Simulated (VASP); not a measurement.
# BP (F-43m) in VASP: a series of runs

The runs below take BP through single point, with r2SCAN, PBE+D3(BJ), r2SCANh+D3(BJ).

Everything below comes from runs of VASP 6.6.1. Logs are shortened: lines on timing, memory, paths and dates and some standing lists are left out, and cuts for length are marked.

## Step 1: The cell of the first run

Symmetry: F-43m, No. 216, cubic system. The conventional cell has a = 4.445 Å, b = 4.445 Å, c = 4.445 Å, α = 90.00°, β = 90.00°, γ = 90.00°. P (site symmetry -43m) has 4 B at 1.92 Å within 2.6 Å. B (site symmetry -43m) has 4 P at 1.92 Å within 2.6 Å.

## Step 2: Single point, r2SCAN (10.98 Å³/atom)

POSCAR

```
BP
1.0
    0.0000000000      2.2226808807      2.2226808807
    2.2226808807      0.0000000000      2.2226808807
    2.2226808807      2.2226808807      0.0000000000
P B
1 1
Direct
    0.7500000000      0.7500000000      0.7500000000
    0.0000000000      0.0000000000      0.0000000000
```

INCAR.step1

```
SYSTEM = BP
PREC = Accurate ; ENCUT = 550
ISMEAR = -1 ; SIGMA = 0.05
LREAL = .False. ; LASPH = .True.
NELM = 120 ; NBANDS = 11
GGA = PE ; ALGO = Normal
EDIFF = 1E-5 ; LWAVE = .True.
LCHARG = .False. ; GGA_COMPAT = .False.
```

INCAR.step2

```
SYSTEM = BP
PREC = Accurate ; ENCUT = 550
EDIFF = 1E-6 ; ISMEAR = -1
SIGMA = 0.05 ; LREAL = .False.
LASPH = .True. ; NELM = 120
ALGO = Normal ; ISIF = 2
LWAVE = .False. ; LCHARG = .True.
METAGGA = R2SCAN ; LMIXTAU = .True.
LELF = .True. ; LVHAR = .True.
NBANDS = 11 ; ISTART = 1
GGA_COMPAT = .False.
```

KPOINTS

```
regular mesh
0
Gamma
  10 10 10
  0 0 0
```

Potentials or basis: VASP PAW PBE potentials, release 64 (P, B).

The run is started by

```bash
cat potpaw_PBE.64/P/POTCAR potpaw_PBE.64/B/POTCAR > POTCAR
cp INCAR.step1 INCAR
mpirun -np 1 vasp_std > vasp.out
cp INCAR.step2 INCAR
mpirun -np 1 vasp_std > vasp.out
```

OUTCAR:

```text
SYSTEM = BP
   PREC = Accurate
   ENCUT = 550
   EDIFF = 1E-6
   ISMEAR = -1
   LREAL = .False.
   LASPH = .True.
   NELM = 120
   ISIF = 2
   METAGGA = R2SCAN
   ISTART = 1

 ion  position               nearest neighbor table
   1  0.750  0.750  0.750-   2 1.92   2 1.92   2 1.92   2 1.92
   2  0.000  0.000  0.000-   1 1.92   1 1.92   1 1.92   1 1.92

  LATTYP: Found a face centered cubic cell.
 ALAT       =     4.4453617614

  Lattice vectors:

 A1 = (   0.0000000000,   2.2226808807,   2.2226808807)
 A2 = (   2.2226808807,   0.0000000000,   2.2226808807)
 A3 = (   2.2226808807,   2.2226808807,   0.0000000000)

Analysis of symmetry for initial positions (statically):
=====================================================================
 Subroutine PRICEL returns:
 Original cell was already a primitive cell.

 Routine SETGRP: Setting up the symmetry group for a
 face centered cubic supercell.

 Subroutine GETGRP returns: Found 24 space group operations
 (whereof 24 operations were pure point group operations)
 out of a pool of 48 trial point group operations.

The static configuration has the point symmetry T_d .

Analysis of symmetry for dynamics (positions and initial velocities):
=====================================================================
 Subroutine PRICEL returns:
 Original cell was already a primitive cell.

 Routine SETGRP: Setting up the symmetry group for a
 face centered cubic supercell.

 Subroutine GETGRP returns: Found 24 space group operations
 (whereof 24 operations were pure point group operations)
 out of a pool of 48 trial point group operations.

The dynamic configuration has the point symmetry T_d .

 Subroutine INISYM returns: Found 24 space group operations
 (whereof 24 operations are pure point group operations),
 and found     1 'primitive' translations

----------------------------------------------------------------------------------------

                                     Primitive cell

  volume of cell :      21.9615

  direct lattice vectors                    reciprocal lattice vectors
     0.000000000  2.222680881  2.222680881    -0.224953570  0.224953570  0.224953570
     2.222680881  0.000000000  2.222680881     0.224953570 -0.224953570  0.224953570
     2.222680881  2.222680881  0.000000000     0.224953570  0.224953570 -0.224953570

  length of vectors
     3.143345446  3.143345446  3.143345446     0.389631013  0.389631013  0.389631013

[... 81 lines left out ...]
   LREAL  =      F    real-space projection
   EDIFFG = 0.1E-04   stopping-criterion for IOM
   NSW    =      0    number of steps for IOM
   IBRION =     -1    ionic relax: 0-MD 1-quasi-New 2-CG
   NFREE  =      0    steps in history (QN), initial steepest desc. (CG)
   ISIF   =      2    stress and relaxation
   ISYM   =      2    0-nonsym 1-usesym 2-fastsym
   POTIM  = 0.5000    time-step for ionic-motion
   TEBEG  =    0.0;   TEEND  =   0.0 temperature during run
   PSTRESS=    0.0 pullay stress
   NELECT =       8.0000    total number of electrons
   NUPDOWN=      -1.0000    fix difference up-down
   EMIN   =  10.00;   EMAX   =-10.00  energy-range for DOS
   EFERMI =   0.00;   METHOD = LEGACY
   ISMEAR =    -1;   SIGMA  =   0.05  broadening in eV -4-tet -1-fermi 0-gaus
   EFERMI_NEDOS =   21; number of points for ismear=-14 and -15
   IALGO  =     38    algorithm
   IMIX   =      4    mixing-type and parameters
     AMIX     =   0.40;   BMIX     =  1.00
     AMIX_MAG =   1.60;   BMIX_MAG =  1.00
  volume/ion in A,a.u.               =      10.98        74.10
  Fermi-wavevector in a.u.,A,eV,Ry     =   1.169188  2.209445 18.599175  1.367001
  Thomas-Fermi vector in A             =   2.305664
   LORBIT       =      0    0 simple, 1 ext, 2 COOP (PROOUT), +10 PAW based schemes
   METAGGA = R2SCAN    functional components
   LHFCALC =     F    Hartree Fock is set to
   AEXX    =    0.0000 exact exchange contribution
   IVDW    =     0    specifies the selected vdW correction
   LEPSILON=     F    determine dielectric tensor
   LRPA    =     F    only Hartree local field effects (RPA)
 non-spin polarized calculation
  energy-cutoff  :      550.00
  volume of cell :       21.96
 maximum number of plane-waves:       656
   NGX = 13   NGY = 13   NGZ = 13

 number of electron       8.0000000 magnetization

 Free energy of the ion-electron system (eV)
  ---------------------------------------------------
  ext. energy  EPLUGINS =         0.00000000
  ---------------------------------------------------
  free energy    TOTEN  =       -17.26858268 eV

  energy without entropy =      -17.26858266  energy(sigma->0) =      -17.26858267

 E-fermi :   8.8016     XC(G=0): -11.7834

 val. band max:        8.1411103226   @ k =   0.0000   0.0000   0.0000
 cond. band min:       9.5039335892   @ k =   0.4000   0.4000   0.0000
 fundamental gap:      1.3628232666
 Fermi energy:         8.8016073935

 k-point     1 :       0.0000    0.0000    0.0000
  band No.  band energies     occupation
      1      -8.7002      2.00000
      2       8.1411      2.00000
      3       8.1411      2.00000
      4       8.1411      2.00000
      5      11.8840      0.00000
      6      11.8840      0.00000
      7      11.8840      0.00000
      8      17.1629      0.00000
      9      20.9667      0.00000
     10      20.9667      0.00000
     11      21.0363      0.00000
[... 309 lines left out ...]
 k-point    24 :       0.4000    0.3000    0.0000
  band No.  band energies     occupation
      1      -5.4339      2.00000
      2       1.4798      2.00000
      3       3.6431      2.00000
      4       4.2259      2.00000
      5      10.1371      0.00000
      6      12.0737      0.00000
      7      18.7049      0.00000
      8      18.7875      0.00000
      9      23.9714      0.00000
     10      24.5456      0.00000
     11      27.2599      0.00000

 [... further k-points ...]
[... 5 lines left out ...]
  --------------------------------------------------------------------------------------
  -------------------------------------------------------------------------------------
  Total        1.5046738      1.5046738      1.5046738      0.0000000      0.0000000      0.0000000
  in kB      109.7720102    109.7720102    109.7720102      0.0000000      0.0000000      0.0000000
  external PRESSURE =     109.7720102 kB  Pullay stress =       0.0000000 kB

 VOLUME and BASIS-vectors are now :
 -----------------------------------------------------------------------------
  energy-cutoff  :      550.00
  volume of cell :       21.96
      direct lattice vectors                 reciprocal lattice vectors
     0.000000000  2.222680881  2.222680881    -0.224953570  0.224953570  0.224953570
     2.222680881  0.000000000  2.222680881     0.224953570 -0.224953570  0.224953570
     2.222680881  2.222680881  0.000000000     0.224953570  0.224953570 -0.224953570

 POSITION                                       TOTAL-FORCE (eV/Angst)
 -----------------------------------------------------------------------------------
      3.33402      3.33402      3.33402         0.000000      0.000000      0.000000
      0.00000      0.00000      0.00000        -0.000000     -0.000000     -0.000000
 -----------------------------------------------------------------------------------
    total drift:                               -0.000000     -0.000000     -0.000000

  FREE ENERGIE OF THE ION-ELECTRON SYSTEM (eV)
  ---------------------------------------------------
  free  energy   TOTEN  =       -17.2685826790 eV

  energy  without entropy=      -17.2685826624  energy(sigma->0) =      -17.26858267
```

OSZICAR.step1:

```text
N       E                     dE             d eps       ncg     rms          rms(c)
DAV:   1     0.107023637145E+02    0.10702E+02   -0.42438E+03  1034   0.693E+02
DAV:   2    -0.130789329285E+02   -0.23781E+02   -0.22764E+02  1391   0.115E+02
DAV:   3    -0.137190236385E+02   -0.64009E+00   -0.63864E+00  1324   0.165E+01
DAV:   4    -0.137212938867E+02   -0.22702E-02   -0.22700E-02  1188   0.115E+00
DAV:   5    -0.137213046597E+02   -0.10773E-04   -0.10774E-04  1293   0.804E-02    0.788E+00
DAV:   6    -0.129938976145E+02    0.72741E+00   -0.15660E+00  1187   0.562E+00    0.423E+00
DAV:   7    -0.128825817396E+02    0.11132E+00   -0.29933E-01  1292   0.273E+00    0.141E+00
DAV:   8    -0.128741511556E+02    0.84306E-02   -0.29008E-02  1215   0.100E+00    0.212E-01
DAV:   9    -0.128744658126E+02   -0.31466E-03   -0.70219E-04  1216   0.185E-01    0.143E-01
DAV:  10    -0.128746542245E+02   -0.18841E-03   -0.23473E-04  1161   0.971E-02    0.297E-02
DAV:  11    -0.128746647869E+02   -0.10562E-04   -0.11749E-05  1282   0.227E-02    0.382E-02
DAV:  12    -0.128746656470E+02   -0.86012E-06   -0.44661E-06   586   0.106E-02
   1 F= -.12874666E+02 E0= -.12874666E+02  d E =-.116759E-06
```

It took 32 s on 1 thread of Intel Xeon Platinum 8488C (Sapphire Rapids), shared host; peak memory 0.14 GiB.

What came out:

| Property | Result |
| --- | --- |
| Free energy | -17.2686 eV |
| Pressure | 11.0 GPa |
| Band gap on the k mesh | 1.36 eV (least direct gap 3.74 eV) |

Levels at points of the mesh, in eV from the valence-band top:
| k point | band 2 | band 3 | band 4 | band 5 | band 6 | band 7 |
| --- | --- | --- | --- | --- | --- | --- |
| (0.00, 0.00, 0.00) | 0.00 | 0.00 | 0.00 | 3.74 | 3.74 | 3.74 |
| (0.50, 0.00, 0.00) | -9.97 | -1.94 | -1.94 | 4.54 | 5.07 | 5.07 |
| (0.50, 0.50, 0.00) | -9.46 | -4.58 | -4.58 | 1.41 | 1.86 | 13.68 |

Caveat: the cell stands under pressure; the PAW data sets were made with another functional, which shifts forces and pressure a little. A k mesh can miss the band edges.

## Step 3: Single point, PBE+D3(BJ)

This run uses another cell than the first one, of 11.68 Å³/atom.

INCAR

```
  PREC = Accurate
  ENCUT = 500
  EDIFF = 1E-6
  ISMEAR = -1
  SIGMA = 0.05
  LREAL = F
  LASPH = T
  NELM = 120
  ALGO = Normal
  ISIF = 2
  LWAVE = F
  LCHARG = F
  GGA = PE
  IVDW = 12
  NBANDS = 11
  GGA_COMPAT = F
```

KPOINTS

```
regular mesh
0
Gamma
  10 10 10
```

POSCAR

```
BP
1.0
    0.0000000000      2.2690000000      2.2690000000
    2.2690000000      0.0000000000      2.2690000000
    2.2690000000      2.2690000000      0.0000000000
P B
1 1
Direct
    0.2500000000      0.2500000000      0.2500000000
    0.0000000000      0.0000000000      0.0000000000
```

Potentials or basis: VASP PAW PBE potentials, release 64 (P, B).

The run is started by

```bash
cat potpaw_PBE.64/P/POTCAR potpaw_PBE.64/B/POTCAR > POTCAR
mpirun -np 1 vasp_std > vasp.out
```

Wall time 8.4 s (1 thread of AMD EPYC 7R13 (Zen 3), shared host); peak memory 0.12 GiB.

The run converged. Its results:

| Property | Result |
| --- | --- |
| Free energy | -13.5770 eV |
| Pressure | -3.6 GPa |
| Band gap on the k mesh | 1.24 eV (least direct gap 3.40 eV) |
| Dispersion energy per atom | -0.323 eV |

Levels at points of the mesh, in eV from the valence-band top:
| k point | band 1 | band 2 | band 3 | band 4 | band 5 | band 6 | band 7 | band 8 |
| --- | --- | --- | --- | --- | --- | --- | --- | --- |
| (0.00, 0.00, 0.00) | -15.46 | 0.00 | 0.00 | 0.00 | 3.40 | 3.40 | 3.40 | 7.37 |
| (0.50, 0.00, 0.00) | -12.14 | -9.03 | -1.76 | -1.76 | 3.78 | 4.71 | 4.71 | 10.13 |
| (0.50, 0.50, 0.00) | -10.61 | -8.58 | -4.11 | -4.11 | 1.33 | 1.66 | 12.12 | 12.12 |

Caveat: three body term missing; the cell stands under tension. PBE gaps usually lie below the measured ones, often by a third to a half.

## Step 4: Single point, r2SCANh+D3(BJ)

This run uses another cell than the first one, of 11.68 Å³/atom.

POSCAR is that of step 3.

INCAR.step1

```
  ALGO = Normal
  EDIFF = 1E-5
  ENCUT = 460
  GGA = PE
  GGA_COMPAT = F
  ISIF = 2
  ISMEAR = 0
  LASPH = T
  LCHARG = F
  LREAL = F
  LWAVE = T
  NBANDS = 11
  NELM = 120
  PREC = Accurate
  SIGMA = 0.05
```

INCAR.step2

```
  AEXX = 0.1
  ALGO = Normal
  EDIFF = 1E-6
  ENCUT = 460
  GGA_COMPAT = F
  ISIF = 2
  ISMEAR = 0
  ISTART = 1
  IVDW = 12
  LASPH = T
  LCHARG = F
  LHFCALC = T
  LMIXTAU = T
  LREAL = F
  LWAVE = F
  METAGGA = R2SCAN
  NBANDS = 11
  NELM = 120
  PREC = Accurate
  PRECFOCK = Normal
  SIGMA = 0.05
  VDW_A1 = 0.4709
  VDW_A2 = 5.9157
  VDW_S6 = 1.0
  VDW_S8 = 1.1236
```

KPOINTS

```
k-points
0
Gamma
  6 6 6
```

The run is started by

```bash
cat potpaw_PBE.64/P/POTCAR potpaw_PBE.64/B/POTCAR > POTCAR
cp INCAR.step1 INCAR
mpirun -np 1 vasp_std > vasp.out
cp INCAR.step2 INCAR
mpirun -np 1 vasp_std > vasp.out
```

It took 4.3 min on 1 thread of AMD EPYC 7R13 (Zen 3), shared host; peak memory 0.13 GiB.

Results (log left out):

- Free energy: -18.3048 eV
- Pressure: -3.7 GPa
- Band gap on the k mesh: 2.07 eV (least direct gap 4.24 eV)
- Dispersion energy per atom: -0.167 eV

Levels at points of the mesh, in eV from the valence-band top:
| k point | band 1 | band 2 | band 3 | band 4 | band 5 | band 6 | band 7 | band 8 | band 9 |
| --- | --- | --- | --- | --- | --- | --- | --- | --- | --- |
| (0.00, 0.00, 0.00) | -16.83 | 0.00 | 0.00 | 0.00 | 4.24 | 4.24 | 4.24 | 8.70 | 12.99 |
| (0.50, 0.00, 0.00) | -13.23 | -9.85 | -1.93 | -1.93 | 4.74 | 5.66 | 5.66 | 11.57 | 16.27 |
| (0.50, 0.50, 0.00) | -11.50 | -9.48 | -4.50 | -4.50 | 2.07 | 2.44 | 13.88 | 13.88 | 17.20 |

Caveat: the cell stands under tension; the PAW data sets were made with another functional, which shifts forces and pressure a little.

## Step 5: Summary

| level | cell | k mesh | cutoff (eV) | smearing | grid for exact exchange (PRECFOCK) | share of exact exchange | gap on the mesh (eV) | pressure (GPa) |
| --- | --- | --- | --- | --- | --- | --- | --- | --- |
| r2SCAN | a = 3.143 Å, angles 60.0°, 2 atoms | 10 × 10 × 10 | 550 | fermi-dirac 0.05 eV | - | - | 1.36 | 11.0 |
| PBE+D3(BJ) | a = 3.209 Å, angles 60.0°, 2 atoms | 10 × 10 × 10 | 500 | fermi-dirac 0.05 eV | - | - | 1.24 | -3.6 |
| r2SCANh+D3(BJ) | a = 3.209 Å, angles 60.0°, 2 atoms | 6 × 6 × 6 | 460 | gaussian 0.05 eV | Normal | 0.1 | 2.07 | -3.7 |

Alike in all rows: task single point; potentials or basis VASP PAW PBE potentials, release 64 (P, B); no spin polarisation.

Caveats: the PAW data sets were made with another functional, which shifts forces and pressure a little (at least some runs); the cell stands under tension (at least some runs); the cell stands under pressure (at least some runs); three body term missing (at least some runs).

Absolute energies hang on the potentials; compare differences alone.
